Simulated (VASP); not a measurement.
# GaN (F-43m) in VASP: a series of runs

The runs below take GaN through single point, with PBE.

Everything below comes from runs of VASP 6.6.1. Logs are shortened: lines on timing, memory, paths and dates and some standing lists are left out, and cuts for length are marked.

## (1) The cell of the first run

Symmetry: F-43m, No. 216, cubic system. Conventional cell: a = 4.553 Å, b = 4.553 Å, c = 4.553 Å, α = 90.00°, β = 90.00°, γ = 90.00°. Within 2.6 Å of Ga (site symmetry -43m) lie 4 N at 1.97 Å. N (site symmetry -43m) has 4 Ga at 1.97 Å within 2.6 Å.

## (2) Single point, PBE

INCAR

```
SYSTEM = GaN
ALGO = Normal ; EDIFF = 1E-6
ENCUT = 600 ; GGA = PE
GGA_COMPAT = .False. ; ISIF = 2
ISMEAR = 0 ; LASPH = .True.
LCHARG = .False. ; LREAL = .False.
LWAVE = .False. ; NBANDS = 16
NELM = 120 ; PREC = Accurate
SIGMA = 0.05
```

KPOINTS

```
k-points
0
Gamma
  6 6 6
  0 0 0
```

POSCAR

```
GaN
1.0
    0.0000000000      2.2766075815      2.2766075815
    2.2766075815      0.0000000000      2.2766075815
    2.2766075815      2.2766075815      0.0000000000
Ga N
1 1
Direct
    0.0000000000      0.0000000000      0.0000000000
    0.2500000000      0.2500000000      0.2500000000
```

Potentials or basis: VASP PAW PBE potentials, release 64 (Ga_d, N).

The run is started by

```bash
$ cat potpaw_PBE.64/Ga_d/POTCAR potpaw_PBE.64/N/POTCAR > POTCAR
$ mpirun -np 1 vasp_std > vasp.out
```

OUTCAR:

```text
SYSTEM = GaN
   EDIFF = 1E-6
   ENCUT = 600
   GGA = PE
   ISIF = 2
   ISMEAR = 0
   LASPH = .True.
   LREAL = .False.
   NELM = 120
   PREC = Accurate

 ion  position               nearest neighbor table
   1  0.000  0.000  0.000-   2 1.97   2 1.97   2 1.97   2 1.97
   2  0.250  0.250  0.250-   1 1.97   1 1.97   1 1.97   1 1.97

  LATTYP: Found a face centered cubic cell.
 ALAT       =     4.5532151630

  Lattice vectors:

 A1 = (   0.0000000000,   2.2766075815,   2.2766075815)
 A2 = (   2.2766075815,   0.0000000000,   2.2766075815)
 A3 = (   2.2766075815,   2.2766075815,   0.0000000000)

Analysis of symmetry for initial positions (statically):
=====================================================================
 Subroutine PRICEL returns:
 Original cell was already a primitive cell.

 Routine SETGRP: Setting up the symmetry group for a
 face centered cubic supercell.

 Subroutine GETGRP returns: Found 24 space group operations
 (whereof 24 operations were pure point group operations)
 out of a pool of 48 trial point group operations.

The static configuration has the point symmetry T_d .

Analysis of symmetry for dynamics (positions and initial velocities):
=====================================================================
 Subroutine PRICEL returns:
 Original cell was already a primitive cell.

 Routine SETGRP: Setting up the symmetry group for a
 face centered cubic supercell.

 Subroutine GETGRP returns: Found 24 space group operations
 (whereof 24 operations were pure point group operations)
 out of a pool of 48 trial point group operations.

The dynamic configuration has the point symmetry T_d .

 Subroutine INISYM returns: Found 24 space group operations
 (whereof 24 operations are pure point group operations),
 and found     1 'primitive' translations

----------------------------------------------------------------------------------------

                                     Primitive cell

  volume of cell :      23.5991

  direct lattice vectors                    reciprocal lattice vectors
     0.000000000  2.276607581  2.276607581    -0.219625026  0.219625026  0.219625026
     2.276607581  0.000000000  2.276607581     0.219625026 -0.219625026  0.219625026
     2.276607581  2.276607581  0.000000000     0.219625026  0.219625026 -0.219625026

  length of vectors
     3.219609318  3.219609318  3.219609318     0.380401704  0.380401704  0.380401704

  position of ions in fractional coordinates (direct lattice)
     0.000000000  0.000000000  0.000000000
     0.250000000  0.250000000  0.250000000

  ion indices of the primitive-cell ions
   primitive index   ion index
                 1           1
                 2           2

----------------------------------------------------------------------------------------

 KPOINTS: k-points

Automatic generation of k-mesh.
 Grid dimensions read from file:
 generate k-points for:    6    6    6

 Generating k-lattice:

  Cartesian coordinates                     Fractional coordinates (reciprocal lattice)
    -0.036604171  0.036604171  0.036604171     0.166666667  0.000000000  0.000000000
     0.036604171 -0.036604171  0.036604171     0.000000000  0.166666667  0.000000000
     0.036604171  0.036604171 -0.036604171     0.000000000  0.000000000  0.166666667

  Length of vectors
     0.063400284  0.063400284  0.063400284

  Shift w.r.t. Gamma in fractional coordinates (k-lattice)
     0.000000000  0.000000000  0.000000000

 Subroutine IBZKPT returns following result:
 ===========================================

 Found     16 irreducible k-points:

 Following reciprocal coordinates:
            Coordinates               Weight
  0.000000  0.000000  0.000000      1.000000
  0.166667  0.000000  0.000000      8.000000
  0.333333  0.000000  0.000000      8.000000
  0.500000  0.000000  0.000000      4.000000
  0.166667  0.166667  0.000000      6.000000
  0.333333  0.166667  0.000000     24.000000
[... 8 lines left out ...]
 -0.333333  0.333333  0.166667     24.000000
 -0.333333  0.500000  0.166667     12.000000
   k-points           NKPTS =     16   k-points in BZ     NKDIM =     16   number of bands    NBANDS=     16
   number of dos      NEDOS =    301   number of ions     NIONS =      2
   total plane-waves  NPLWV =  21952
   dimension x,y,z NGX =    28 NGY =   28 NGZ =   28
   dimension x,y,z NGXF=    56 NGYF=   56 NGZF=   56
   ions per type =               1   1
   NGX,Y,Z   is equivalent  to a cutoff of  14.46, 14.46, 14.46 a.u.
   NGXF,Y,Z  is equivalent  to a cutoff of  28.92, 28.92, 28.92 a.u.
 SYSTEM =  GaN
   PREC   = accura    normal or accurate (medium, high low for compatibility)
   ISTART =      0    job   : 0-new  1-cont  2-samecut
   ICHARG =      2    charge: 1-file 2-atom 10-const
   ISPIN  =      1    spin polarized calculation?
   LNONCOLLINEAR =      F non collinear calculations
   LSORBIT =      F    spin-orbit coupling
   LASPH  =      T    aspherical Exc in radial PAW
   ENCUT  =  600.0 eV  44.10 Ry    6.64 a.u.   6.43  6.43  6.43*2*pi/ulx,y,z
   NELM   =    120;   NELMIN=  2; NELMDL= -5     # of ELM steps
   EDIFF  = 0.1E-05   stopping-criterion for ELM
   LREAL  =      F    real-space projection
   EDIFFG = 0.1E-04   stopping-criterion for IOM
   NSW    =      0    number of steps for IOM
   IBRION =     -1    ionic relax: 0-MD 1-quasi-New 2-CG
   NFREE  =      0    steps in history (QN), initial steepest desc. (CG)
   ISIF   =      2    stress and relaxation
   ISYM   =      2    0-nonsym 1-usesym 2-fastsym
   POTIM  = 0.5000    time-step for ionic-motion
   TEBEG  =    0.0;   TEEND  =   0.0 temperature during run
   PSTRESS=    0.0 pullay stress
   NELECT =      18.0000    total number of electrons
   NUPDOWN=      -1.0000    fix difference up-down
   EMIN   =  10.00;   EMAX   =-10.00  energy-range for DOS
   EFERMI =   0.00;   METHOD = LEGACY
   ISMEAR =     0;   SIGMA  =   0.05  broadening in eV -4-tet -1-fermi 0-gaus
   EFERMI_NEDOS =   21; number of points for ismear=-14 and -15
   IALGO  =     38    algorithm
   IMIX   =      4    mixing-type and parameters
     AMIX     =   0.40;   BMIX     =  1.00
     AMIX_MAG =   1.60;   BMIX_MAG =  1.00
  volume/ion in A,a.u.               =      11.80        79.63
  Fermi-wavevector in a.u.,A,eV,Ry     =   1.495779  2.826613 30.441068  2.237355
  Thomas-Fermi vector in A             =   2.607880
   LORBIT       =      0    0 simple, 1 ext, 2 COOP (PROOUT), +10 PAW based schemes
   GGA     = PE    functional components
   LHFCALC =     F    Hartree Fock is set to
   AEXX    =    0.0000 exact exchange contribution
   IVDW    =     0    specifies the selected vdW correction
   LEPSILON=     F    determine dielectric tensor
   LRPA    =     F    only Hartree local field effects (RPA)
 non-spin polarized calculation
 Gauss-broadening in eV      SIGMA  =   0.05
  energy-cutoff  :      600.00
  volume of cell :       23.60
 maximum number of plane-waves:       797
 NGX is ok and might be reduce to    28
   NGX = 13   NGY = 13   NGZ = 13

 number of electron      18.0000001 magnetization

 Free energy of the ion-electron system (eV)
  ---------------------------------------------------
  ext. energy  EPLUGINS =         0.00000000
  ---------------------------------------------------
  free energy    TOTEN  =       -12.15023981 eV

  energy without entropy =      -12.15023981  energy(sigma->0) =      -12.15023981

 E-fermi :   5.1976     XC(G=0): -11.5031

 val. band max:        4.9592396885   @ k =   0.0000   0.0000   0.0000
 cond. band min:       6.4839861689   @ k =   0.0000   0.0000   0.0000
 fundamental gap:      1.5247464804
 Fermi energy:         5.1975667332

 k-point     1 :       0.0000    0.0000    0.0000
  band No.  band energies     occupation
      1     -10.7199      2.00000
      2      -8.4671      2.00000
      3      -8.4671      2.00000
      4      -8.4671      2.00000
      5      -8.1774      2.00000
      6      -8.1774      2.00000
[... 8 lines left out ...]
     15      23.5784      0.00000
     16      23.5784      0.00000

 k-point     2 :       0.1667    0.0000    0.0000
  band No.  band energies     occupation
      1     -10.4567      2.00000
      2      -8.4362      2.00000
      3      -8.4362      2.00000
      4      -8.3331      2.00000
      5      -8.1785      2.00000
      6      -8.1785      2.00000
[... 8 lines left out ...]
     15      21.6698      0.00000
     16      21.6698      0.00000

 k-point     3 :       0.3333    0.0000    0.0000
  band No.  band energies     occupation
      1     -10.0401      2.00000
      2      -8.3951      2.00000
      3      -8.3951      2.00000
      4      -8.1580      2.00000
      5      -8.1580      2.00000
      6      -7.6660      2.00000
[... 8 lines left out ...]
     15      22.3686      0.00000
     16      22.3686      0.00000

 k-point     4 :       0.5000    0.0000    0.0000
  band No.  band energies     occupation
      1      -9.9144      2.00000
      2      -8.3874      2.00000
      3      -8.3874      2.00000
      4      -8.1340      2.00000
      5      -8.1340      2.00000
      6      -6.9270      2.00000
[... 8 lines left out ...]
     15      24.2541      0.00000
     16      24.2541      0.00000

 k-point     5 :       0.1667    0.1667    0.0000
  band No.  band energies     occupation
      1     -10.3738      2.00000
      2      -8.4041      2.00000
      3      -8.4041      2.00000
      4      -8.3473      2.00000
      5      -8.1809      2.00000
      6      -8.1598      2.00000
[... 8 lines left out ...]
     15      25.2446      0.00000
     16      25.2742      0.00000

 k-point     6 :       0.3333    0.1667    0.0000
  band No.  band energies     occupation
      1     -10.0306      2.00000
      2      -8.3769      2.00000
      3      -8.3498      2.00000
      4      -8.2498      2.00000
      5      -8.1403      2.00000
      6      -7.7633      2.00000
[... 8 lines left out ...]
     15      24.1487      0.00000
     16      24.6891      0.00000

 k-point     7 :       0.5000    0.1667    0.0000
  band No.  band energies     occupation
      1      -9.8650      2.00000
      2      -8.3782      2.00000
      3      -8.3364      2.00000
      4      -8.1943      2.00000
      5      -8.1316      2.00000
      6      -6.8488      2.00000
[... 8 lines left out ...]
     15      24.0303      0.00000
     16      24.9134      0.00000

 k-point     8 :      -0.3333    0.1667    0.0000
  band No.  band energies     occupation
      1      -9.8986      2.00000
      2      -8.3804      2.00000
      3      -8.3490      2.00000
      4      -8.1726      2.00000
      5      -8.1692      2.00000
      6      -7.1042      2.00000
[... 8 lines left out ...]
     15      21.8233      0.00000
     16      24.5071      0.00000

 k-point     9 :      -0.1667    0.1667    0.0000
  band No.  band energies     occupation
      1     -10.1530      2.00000
      2      -8.3976      2.00000
      3      -8.3956      2.00000
      4      -8.1968      2.00000
      5      -8.1947      2.00000
      6      -7.9675      2.00000
[... 8 lines left out ...]
     15      21.5559      0.00000
     16      24.5535      0.00000

 k-point    10 :       0.3333    0.3333    0.0000
  band No.  band energies     occupation
      1      -9.8845      2.00000
      2      -8.3403      2.00000
      3      -8.2665      2.00000
      4      -8.2665      2.00000
      5      -8.1246      2.00000
      6      -7.4213      2.00000
[... 8 lines left out ...]
     15      26.8641      0.00000
     16      27.1723      0.00000

 k-point    11 :       0.5000    0.3333    0.0000
  band No.  band energies     occupation
      1      -9.7923      2.00000
      2      -8.3565      2.00000
      3      -8.2400      2.00000
      4      -8.2350      2.00000
      5      -8.1214      2.00000
      6      -6.6467      2.00000
[... 8 lines left out ...]
     15      26.9426      0.00000
     16      27.0507      0.00000

 k-point    12 :      -0.3333    0.3333    0.0000
  band No.  band energies     occupation
      1      -9.7949      2.00000
      2      -8.3641      2.00000
      3      -8.2639      2.00000
      4      -8.2173      2.00000
      5      -8.1601      2.00000
      6      -6.4493      2.00000
[... 8 lines left out ...]
     15      23.6044      0.00000
     16      27.3205      0.00000

 k-point    13 :       0.5000    0.5000    0.0000
  band No.  band energies     occupation
      1      -9.7699      2.00000
      2      -8.3849      2.00000
      3      -8.1910      2.00000
      4      -8.1910      2.00000
      5      -8.1069      2.00000
      6      -6.4976      2.00000
[... 8 lines left out ...]
     15      26.1887      0.00000
     16      29.2946      0.00000

 k-point    14 :       0.5000    0.3333    0.1667
  band No.  band energies     occupation
      1      -9.8528      2.00000
      2      -8.3440      2.00000
      3      -8.3221      2.00000
      4      -8.2292      2.00000
      5      -8.1431      2.00000
      6      -7.0324      2.00000
[... 8 lines left out ...]
     15      24.5072      0.00000
     16      26.8718      0.00000

 k-point    15 :      -0.3333    0.3333    0.1667
  band No.  band energies     occupation
      1      -9.7948      2.00000
      2      -8.3559      2.00000
      3      -8.2959      2.00000
      4      -8.1976      2.00000
      5      -8.1554      2.00000
      6      -6.4479      2.00000
[... 8 lines left out ...]
     15      23.5596      0.00000
     16      27.2883      0.00000

 k-point    16 :      -0.3333    0.5000    0.1667
  band No.  band energies     occupation
      1      -9.7670      2.00000
      2      -8.3444      2.00000
      3      -8.2825      2.00000
      4      -8.1840      2.00000
      5      -8.1405      2.00000
      6      -6.3039      2.00000
[... 8 lines left out ...]
     15      25.3058      0.00000
     16      27.4455      0.00000

------------------------ aborting loop because EDIFF is reached ----------------------------------------

  FORCE on cell =-STRESS in cart. coord.  units (eV):
  Direction    XX          YY          ZZ          XY          YZ          ZX
  --------------------------------------------------------------------------------------
  -------------------------------------------------------------------------------------
  Total       -0.0908621     -0.0908621     -0.0908621      0.0000000     -0.0000000      0.0000000
  in kB       -6.1687764     -6.1687764     -6.1687764      0.0000000     -0.0000000      0.0000000
  external PRESSURE =      -6.1687764 kB  Pullay stress =       0.0000000 kB

 VOLUME and BASIS-vectors are now :
 -----------------------------------------------------------------------------
  energy-cutoff  :      600.00
  volume of cell :       23.60
      direct lattice vectors                 reciprocal lattice vectors
     0.000000000  2.276607581  2.276607581    -0.219625026  0.219625026  0.219625026
     2.276607581  0.000000000  2.276607581     0.219625026 -0.219625026  0.219625026
     2.276607581  2.276607581  0.000000000     0.219625026  0.219625026 -0.219625026

 POSITION                                       TOTAL-FORCE (eV/Angst)
 -----------------------------------------------------------------------------------
      0.00000      0.00000      0.00000        -0.000000     -0.000000     -0.000000
      1.13830      1.13830      1.13830         0.000000      0.000000      0.000000
 -----------------------------------------------------------------------------------
    total drift:                                0.000000      0.000000      0.000000

  FREE ENERGIE OF THE ION-ELECTRON SYSTEM (eV)
  ---------------------------------------------------
  free  energy   TOTEN  =       -12.1502398118 eV

  energy  without entropy=      -12.1502398118  energy(sigma->0) =      -12.15023981
```

It took 8.2 s on 1 thread of Intel Xeon 6975P-C, shared host; peak memory 0.16 GiB.

Results:

```
Free energy            : -12.1502 eV
Pressure               : -0.6 GPa
Band gap on the k mesh : 1.52 eV, direct
```

As with any semilocal functional, this PBE gap is likely too small.

## (3) Single point, PBE (volume scaled by 1.000 of the coarse rest volume)

INCAR

```
PREC     = Accurate       # precision mode
ENCUT    = 600            # plane-wave cutoff, eV
EDIFF    = 1E-6           # SCF threshold, eV
ISMEAR   = 0              # smearing method
SIGMA    = 0.02           # smearing width, eV
LREAL    = False          # projectors in reciprocal space
LASPH    = True           # aspherical terms in the spheres
NELM     = 120            # most SCF steps
ALGO     = Normal         # electronic algorithm
ISIF     = 2              # what is computed and relaxed
LWAVE    = False          # write WAVECAR
LCHARG   = False          # write CHGCAR
GGA      = PE             # functional
NBANDS   = 16             # bands
GGA_COMPAT= False
```

KPOINTS

```
regular mesh
0
Gamma
  8 8 8
```

POSCAR

```
GaN
1.0
    0.0000000000      2.2766000000      2.2766000000
    2.2766000000      0.0000000000      2.2766000000
    2.2766000000      2.2766000000      0.0000000000
Ga N
1 1
Direct
    0.0000000000      0.0000000000      0.0000000000
    0.2500000000      0.2500000000      0.2500000000
```

Potentials or basis: VASP PAW PBE potentials, release 64 (Ga_d, N).

The run is started by

```bash
$ cat potpaw_PBE.64/Ga_d/POTCAR potpaw_PBE.64/N/POTCAR > POTCAR
$ mpirun -np 1 vasp_std > vasp.out
```

Run time: 14 s. Hardware: 1 thread of Intel Xeon 6975P-C, shared host; peak memory 0.16 GiB.

Results (log left out):

* Free energy: -12.1546 eV
* Pressure: -0.6 GPa
* Band gap on the k mesh: 1.53 eV, direct

Levels at points of the mesh, in eV from the valence-band top:
```
           k point  band 5  band 6  band 7  band 8  band 9  band 10  band 11  band 12  band 13  band 14
(0.00, 0.00, 0.00)  -13.13  -13.13    0.00    0.00    0.00     1.53    10.11    10.11    10.11    17.19
(0.50, 0.00, 0.00)  -13.09  -11.88   -6.84   -0.93   -0.93     4.43     8.57    10.21    10.21    15.38
(0.50, 0.50, 0.00)  -13.06  -11.45   -6.00   -2.60   -2.60     3.34     6.48    11.50    13.64    13.64
```
